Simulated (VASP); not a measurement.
# BAs (series) (F-43m) in VASP: further runs

The runs below take BAs (series) through single point, with PBE.

All numbers are computed with VASP 6.6.1; they aren't measurements. Logs are shortened: lines on timing, memory, paths and dates and some standing lists are left out, and cuts for length are marked.

**1. The cell of the first run**

The structure is cubic, space group F-43m (No. 216). Conventional cell: a = 4.777 Å, b = 4.777 Å, c = 4.777 Å, α = 90.00°, β = 90.00°, γ = 90.00°. B (site symmetry -43m) has 4 As at 2.07 Å within 2.7 Å. Within 2.7 Å of As (site symmetry -43m) lie 4 B at 2.07 Å.

**2. Single point, PBE**

Input file INCAR:

```
SYSTEM = BAs
ALGO = Normal
EDIFF = 1E-6
ENCUT = 500
GGA = PE
GGA_COMPAT = .FALSE.
ISIF = 2
ISMEAR = 0
LASPH = .TRUE.
LCHARG = .TRUE.
LELF = .TRUE.
LREAL = .FALSE.
LVHAR = .TRUE.
LWAVE = .FALSE.
NBANDS = 11
NELM = 120
PREC = Accurate
SIGMA = 0.02
```

Input file KPOINTS:

```
k-points
0
G
  4 4 4
  0 0 0
```

Input file POSCAR:

```
BAs
1.0
    0.0000000000      2.3885000000      2.3885000000
    2.3885000000      0.0000000000      2.3885000000
    2.3885000000      2.3885000000      0.0000000000
B As
1 1
Direct
    0.0000000000      0.0000000000      0.0000000000
    0.2500000000      0.2500000000      0.2500000000
```

Potentials or basis: VASP PAW PBE potentials, release 64 (B, As).

Command:

```
$ cat potpaw_PBE.64/B/POTCAR potpaw_PBE.64/As/POTCAR > POTCAR
$ mpirun -np 1 vasp_std > vasp.out
```

OUTCAR:

```text
SYSTEM = BAs
   EDIFF = 1E-6
   ENCUT = 500
   GGA = PE
   ISIF = 2
   ISMEAR = 0
   LASPH = .TRUE.
   LREAL = .FALSE.
   NELM = 120
   PREC = Accurate

 ion  position               nearest neighbor table
   1  0.000  0.000  0.000-   2 2.07   2 2.07   2 2.07   2 2.07
   2  0.250  0.250  0.250-   1 2.07   1 2.07   1 2.07   1 2.07

  LATTYP: Found a face centered cubic cell.
 ALAT       =     4.7770000000

  Lattice vectors:

 A1 = (   0.0000000000,   2.3885000000,   2.3885000000)
 A2 = (   2.3885000000,   0.0000000000,   2.3885000000)
 A3 = (   2.3885000000,   2.3885000000,   0.0000000000)

Analysis of symmetry for initial positions (statically):
=====================================================================
 Subroutine PRICEL returns:
 Original cell was already a primitive cell.

 Routine SETGRP: Setting up the symmetry group for a
 face centered cubic supercell.

 Subroutine GETGRP returns: Found 24 space group operations
 (whereof 24 operations were pure point group operations)
 out of a pool of 48 trial point group operations.

The static configuration has the point symmetry T_d .

Analysis of symmetry for dynamics (positions and initial velocities):
=====================================================================
 Subroutine PRICEL returns:
 Original cell was already a primitive cell.

 Routine SETGRP: Setting up the symmetry group for a
 face centered cubic supercell.

 Subroutine GETGRP returns: Found 24 space group operations
 (whereof 24 operations were pure point group operations)
 out of a pool of 48 trial point group operations.

The dynamic configuration has the point symmetry T_d .

 Subroutine INISYM returns: Found 24 space group operations
 (whereof 24 operations are pure point group operations),
 and found     1 'primitive' translations

----------------------------------------------------------------------------------------

                                     Primitive cell

  volume of cell :      27.2525

  direct lattice vectors                    reciprocal lattice vectors
     0.000000000  2.388500000  2.388500000    -0.209336404  0.209336404  0.209336404
     2.388500000  0.000000000  2.388500000     0.209336404 -0.209336404  0.209336404
     2.388500000  2.388500000  0.000000000     0.209336404  0.209336404 -0.209336404

  length of vectors
     3.377849094  3.377849094  3.377849094     0.362581287  0.362581287  0.362581287

  position of ions in fractional coordinates (direct lattice)
     0.000000000  0.000000000  0.000000000
     0.250000000  0.250000000  0.250000000

  ion indices of the primitive-cell ions
   primitive index   ion index
                 1           1
                 2           2

----------------------------------------------------------------------------------------

 KPOINTS: k-points

Automatic generation of k-mesh.
 Grid dimensions read from file:
 generate k-points for:    4    4    4

 Generating k-lattice:

  Cartesian coordinates                     Fractional coordinates (reciprocal lattice)
    -0.052334101  0.052334101  0.052334101     0.250000000  0.000000000  0.000000000
     0.052334101 -0.052334101  0.052334101     0.000000000  0.250000000  0.000000000
     0.052334101  0.052334101 -0.052334101     0.000000000  0.000000000  0.250000000

  Length of vectors
     0.090645322  0.090645322  0.090645322

  Shift w.r.t. Gamma in fractional coordinates (k-lattice)
     0.000000000  0.000000000  0.000000000

 Subroutine IBZKPT returns following result:
 ===========================================

 Found      8 irreducible k-points:

 Following reciprocal coordinates:
            Coordinates               Weight
  0.000000  0.000000  0.000000      1.000000
  0.250000  0.000000  0.000000      8.000000
  0.500000  0.000000  0.000000      4.000000
  0.250000  0.250000  0.000000      6.000000
  0.500000  0.250000  0.000000     24.000000
 -0.250000  0.250000  0.000000     12.000000
  0.500000  0.500000  0.000000      3.000000
 -0.250000  0.500000  0.250000      6.000000
   k-points           NKPTS =      8   k-points in BZ     NKDIM =      8   number of bands    NBANDS=     11
   number of dos      NEDOS =    301   number of ions     NIONS =      2
   total plane-waves  NPLWV =  21952
   dimension x,y,z NGX =    28 NGY =   28 NGZ =   28
   dimension x,y,z NGXF=    56 NGYF=   56 NGZF=   56
   ions per type =               1   1
   NGX,Y,Z   is equivalent  to a cutoff of  13.78, 13.78, 13.78 a.u.
   NGXF,Y,Z  is equivalent  to a cutoff of  27.56, 27.56, 27.56 a.u.
 SYSTEM =  BAs
   PREC   = accura    normal or accurate (medium, high low for compatibility)
   ISTART =      0    job   : 0-new  1-cont  2-samecut
   ICHARG =      2    charge: 1-file 2-atom 10-const
   ISPIN  =      1    spin polarized calculation?
   LNONCOLLINEAR =      F non collinear calculations
   LSORBIT =      F    spin-orbit coupling
   LASPH  =      T    aspherical Exc in radial PAW
   ENCUT  =  500.0 eV  36.75 Ry    6.06 a.u.   6.16  6.16  6.16*2*pi/ulx,y,z
   NELM   =    120;   NELMIN=  2; NELMDL= -5     # of ELM steps
   EDIFF  = 0.1E-05   stopping-criterion for ELM
   LREAL  =      F    real-space projection
   EDIFFG = 0.1E-04   stopping-criterion for IOM
   NSW    =      0    number of steps for IOM
   IBRION =     -1    ionic relax: 0-MD 1-quasi-New 2-CG
   NFREE  =      0    steps in history (QN), initial steepest desc. (CG)
   ISIF   =      2    stress and relaxation
   ISYM   =      2    0-nonsym 1-usesym 2-fastsym
   POTIM  = 0.5000    time-step for ionic-motion
   TEBEG  =    0.0;   TEEND  =   0.0 temperature during run
   PSTRESS=    0.0 pullay stress
   NELECT =       8.0000    total number of electrons
   NUPDOWN=      -1.0000    fix difference up-down
   EMIN   =  10.00;   EMAX   =-10.00  energy-range for DOS
   EFERMI =   0.00;   METHOD = LEGACY
   ISMEAR =     0;   SIGMA  =   0.02  broadening in eV -4-tet -1-fermi 0-gaus
   EFERMI_NEDOS =   21; number of points for ismear=-14 and -15
   IALGO  =     38    algorithm
   IMIX   =      4    mixing-type and parameters
     AMIX     =   0.40;   BMIX     =  1.00
     AMIX_MAG =   1.60;   BMIX_MAG =  1.00
  volume/ion in A,a.u.               =      13.63        91.95
  Fermi-wavevector in a.u.,A,eV,Ry     =   1.088018  2.056057 16.106360  1.183784
  Thomas-Fermi vector in A             =   2.224191
   LORBIT       =      0    0 simple, 1 ext, 2 COOP (PROOUT), +10 PAW based schemes
   GGA     = PE    functional components
   LHFCALC =     F    Hartree Fock is set to
   AEXX    =    0.0000 exact exchange contribution
   IVDW    =     0    specifies the selected vdW correction
   LEPSILON=     F    determine dielectric tensor
   LRPA    =     F    only Hartree local field effects (RPA)
 non-spin polarized calculation
 Gauss-broadening in eV      SIGMA  =   0.02
  energy-cutoff  :      500.00
  volume of cell :       27.25
 maximum number of plane-waves:       701
 NGX is ok and might be reduce to    28
   NGX = 13   NGY = 13   NGZ = 13

 number of electron       8.0000000 magnetization

 Free energy of the ion-electron system (eV)
  ---------------------------------------------------
  ext. energy  EPLUGINS =         0.00000000
  ---------------------------------------------------
  free energy    TOTEN  =       -11.22749515 eV

  energy without entropy =      -11.22749515  energy(sigma->0) =      -11.22749515

 E-fermi :   6.2932     XC(G=0): -10.5627

 val. band max:        6.1664175907   @ k =   0.0000   0.0000   0.0000
 cond. band min:       7.5762901462   @ k =   0.5000   0.5000   0.0000
 fundamental gap:      1.4098725555
 Fermi energy:         6.2932488437

 k-point     1 :       0.0000    0.0000    0.0000
  band No.  band energies     occupation
      1      -9.2469      2.00000
      2       6.1664      2.00000
      3       6.1664      2.00000
      4       6.1664      2.00000
      5       9.4260      0.00000
      6       9.4260      0.00000
      7       9.4260      0.00000
      8      10.8564      0.00000
      9      15.7439      0.00000
     10      19.0910      0.00000
     11      19.0910      0.00000

 k-point     2 :       0.2500    0.0000    0.0000
  band No.  band energies     occupation
      1      -8.2450      2.00000
      2       1.2186      2.00000
      3       5.0133      2.00000
      4       5.0133      2.00000
      5       9.2266      0.00000
      6      10.8037      0.00000
      7      10.8037      0.00000
      8      14.0661      0.00000
      9      17.3700      0.00000
     10      17.3700      0.00000
     11      17.4511      0.00000

 k-point     3 :       0.5000    0.0000    0.0000
  band No.  band energies     occupation
      1      -6.3731      2.00000
      2      -2.6347      2.00000
      3       4.3399      2.00000
      4       4.3399      2.00000
      5       8.8535      0.00000
      6      10.9284      0.00000
      7      10.9284      0.00000
      8      15.0218      0.00000
      9      18.8855      0.00000
     10      20.7206      0.00000
     11      20.7206      0.00000

 k-point     4 :       0.2500    0.2500    0.0000
  band No.  band energies     occupation
      1      -7.9001      2.00000
      2       2.0642      2.00000
      3       3.4535      2.00000
      4       3.4535      2.00000
      5       7.8077      0.00000
      6      10.6720      0.00000
      7      13.5530      0.00000
      8      13.5530      0.00000
      9      16.4416      0.00000
     10      19.9946      0.00000
     11      20.5828      0.00000

 k-point     5 :       0.5000    0.2500    0.0000
  band No.  band energies     occupation
      1      -5.9672      2.00000
      2      -1.5621      2.00000
      3       1.4202      2.00000
      4       2.9805      2.00000
      5       8.5411      0.00000
      6      12.0025      0.00000
      7      13.8326      0.00000
      8      14.0628      0.00000
      9      18.1577      0.00000
     10      21.1536      0.00000
     11      21.9002      0.00000

 k-point     6 :      -0.2500    0.2500    0.0000
  band No.  band energies     occupation
      1      -6.7255      2.00000
      2      -0.4849      2.00000
      3       1.0621      2.00000
      4       4.1926      2.00000
      5       9.6679      0.00000
      6      12.2646      0.00000
      7      13.1262      0.00000
      8      13.5502      0.00000
      9      16.5069      0.00000
     10      18.3018      0.00000
     11      21.7975      0.00000

 k-point     7 :       0.5000    0.5000    0.0000
  band No.  band energies     occupation
      1      -5.0552      2.00000
      2      -2.3718      2.00000
      3       2.0759      2.00000
      4       2.0759      2.00000
      5       7.5763      0.00000
      6       7.5935      0.00000
      7      17.5313      0.00000
      8      17.5313      0.00000
      9      19.0395      0.00000
     10      23.4364      0.00000
     11      23.9645      0.00000

 k-point     8 :      -0.2500    0.5000    0.2500
  band No.  band energies     occupation
      1      -4.8935      2.00000
      2      -1.9039      2.00000
      3       0.6617      2.00000
      4       0.9570      2.00000
      5      11.4012      0.00000
      6      12.0996      0.00000
      7      12.9513      0.00000
      8      13.1857      0.00000
      9      18.4494      0.00000
     10      21.6959      0.00000
     11      21.8421      0.00000

------------------------ aborting loop because EDIFF is reached ----------------------------------------

  FORCE on cell =-STRESS in cart. coord.  units (eV):
  Direction    XX          YY          ZZ          XY          YZ          ZX
  --------------------------------------------------------------------------------------
  -------------------------------------------------------------------------------------
  Total        0.6863380      0.6863380      0.6863380     -0.0000000     -0.0000000      0.0000000
  in kB       40.3499384     40.3499384     40.3499384     -0.0000000     -0.0000000      0.0000000
  external PRESSURE =      40.3499384 kB  Pullay stress =       0.0000000 kB

 VOLUME and BASIS-vectors are now :
 -----------------------------------------------------------------------------
  energy-cutoff  :      500.00
  volume of cell :       27.25
      direct lattice vectors                 reciprocal lattice vectors
     0.000000000  2.388500000  2.388500000    -0.209336404  0.209336404  0.209336404
     2.388500000  0.000000000  2.388500000     0.209336404 -0.209336404  0.209336404
     2.388500000  2.388500000  0.000000000     0.209336404  0.209336404 -0.209336404

 POSITION                                       TOTAL-FORCE (eV/Angst)
 -----------------------------------------------------------------------------------
      0.00000      0.00000      0.00000        -0.000000     -0.000000     -0.000000
      1.19425      1.19425      1.19425         0.000000      0.000000      0.000000
 -----------------------------------------------------------------------------------
    total drift:                               -0.000000     -0.000000     -0.000000

  FREE ENERGIE OF THE ION-ELECTRON SYSTEM (eV)
  ---------------------------------------------------
  free  energy   TOTEN  =       -11.2274951473 eV

  energy  without entropy=      -11.2274951473  energy(sigma->0) =      -11.22749515
```

Wall time 6.8 s (1 thread of Intel Xeon Platinum 8488C (Sapphire Rapids), shared host); peak memory 0.15 GiB.

What came out:

```yaml
Free_energy: -11.2275 eV
Pressure: 4.0 GPa
Band_gap_on_the_k_mesh: 1.41 eV, indirect (least direct gap 3.26 eV)
```

Levels at points of the mesh, in eV from the valence-band top:
```tsv
k point	band 1	band 2	band 3	band 4	band 5	band 6	band 7	band 8
(0.00, 0.00, 0.00)	-15.41	0.00	0.00	0.00	3.26	3.26	3.26	4.69
(0.50, 0.00, 0.00)	-12.54	-8.80	-1.83	-1.83	2.69	4.76	4.76	8.86
(0.50, 0.50, 0.00)	-11.22	-8.54	-4.09	-4.09	1.41	1.43	11.36	11.36
```

Caveat: the k points lie up to 0.57 Å⁻¹ apart.

**3. Single point, PBE**

Input file INCAR:

```
SYSTEM = BAs
PREC     = Accurate       ! precision mode
ENCUT    = 500            ! plane-wave cutoff, eV
EDIFF    = 1E-6           ! SCF threshold, eV
ISMEAR   = 0              ! smearing method
SIGMA    = 0.02           ! smearing width, eV
LREAL    = .FALSE.        ! projectors in reciprocal space
LASPH    = .TRUE.         ! aspherical terms in the spheres
NELM     = 120            ! most SCF steps
ALGO     = Normal         ! electronic algorithm
ISIF     = 2              ! what is computed and relaxed
LWAVE    = .FALSE.        ! write WAVECAR
LCHARG   = .TRUE.         ! write CHGCAR
GGA      = PE             ! functional
LELF     = .TRUE.         ! ELF
LVHAR    = .TRUE.       
NBANDS   = 11             ! bands
GGA_COMPAT= .FALSE.
```

Input file KPOINTS:

```
Automatic mesh
0
G
  6 6 6
  0 0 0
```

POSCAR is that of step 2.

Potentials or basis: VASP PAW PBE potentials, release 64 (B, As).

Command:

```
$ cat potpaw_PBE.64/B/POTCAR potpaw_PBE.64/As/POTCAR > POTCAR
$ mpirun -np 1 vasp_std > vasp.out
```

Run time: 6.8 s. Hardware: 1 thread of Intel Xeon Platinum 8488C (Sapphire Rapids), shared host; peak memory 0.15 GiB.

The run converged. Its results:

| Item | Value |
| --- | --- |
| Free energy | -11.3874 eV |
| Pressure | 3.5 GPa |
| Band gap on the k mesh | 1.27 eV, indirect (least direct gap 3.27 eV) |

Levels at points of the mesh, in eV from the valence-band top:
| k point | band 1 | band 2 | band 3 | band 4 | band 5 | band 6 | band 7 | band 8 |
| --- | --- | --- | --- | --- | --- | --- | --- | --- |
| (0.00, 0.00, 0.00) | -15.40 | 0.00 | 0.00 | 0.00 | 3.27 | 3.27 | 3.27 | 4.69 |
| (0.50, 0.00, 0.00) | -12.53 | -8.79 | -1.82 | -1.82 | 2.69 | 4.78 | 4.78 | 8.86 |
| (0.50, 0.50, 0.00) | -11.21 | -8.53 | -4.08 | -4.08 | 1.42 | 1.44 | 11.37 | 11.37 |

**4. Single point, PBE**

Input file INCAR:

```
SYSTEM = BAs
  PREC = Accurate
  ENCUT = 500
  EDIFF = 1E-6
  ISMEAR = 0
  SIGMA = 0.02
  LREAL = .FALSE.
  LASPH = .TRUE.
  NELM = 120
  ALGO = Normal
  ISIF = 2
  LWAVE = .FALSE.
  LCHARG = .FALSE.
  GGA = PE
  NBANDS = 11
  GGA_COMPAT = .FALSE.
```

Input file KPOINTS:

```
Automatic mesh
0
G
  8 8 8
  0 0 0
```

POSCAR is that of step 3.

Command:

```
$ cat potpaw_PBE.64/B/POTCAR potpaw_PBE.64/As/POTCAR > POTCAR
$ mpirun -np 1 vasp_std > vasp.out
```

Run time: 11 s. Hardware: 1 thread of Intel Xeon Platinum 8488C (Sapphire Rapids), shared host; peak memory 0.15 GiB.

Results (log left out):

- Free energy: -11.4040 eV
- Pressure: 3.4 GPa
- Band gap on the k mesh: 1.19 eV, indirect (least direct gap 3.28 eV)

Levels at points of the mesh, in eV from the valence-band top:
```csv
k point,band 1,band 2,band 3,band 4,band 5,band 6,band 7,band 8
"(0.00, 0.00, 0.00)",-15.40,0.00,0.00,0.00,3.28,3.28,3.28,4.69
"(0.50, 0.00, 0.00)",-12.53,-8.79,-1.82,-1.82,2.69,4.78,4.78,8.86
"(0.50, 0.50, 0.00)",-11.21,-8.53,-4.08,-4.08,1.43,1.44,11.37,11.37
```

A k mesh can miss the band edges. Expect the measured gap to be larger: semilocal functionals such as PBE lack the derivative discontinuity.

(Continued in part 2 of 2.)
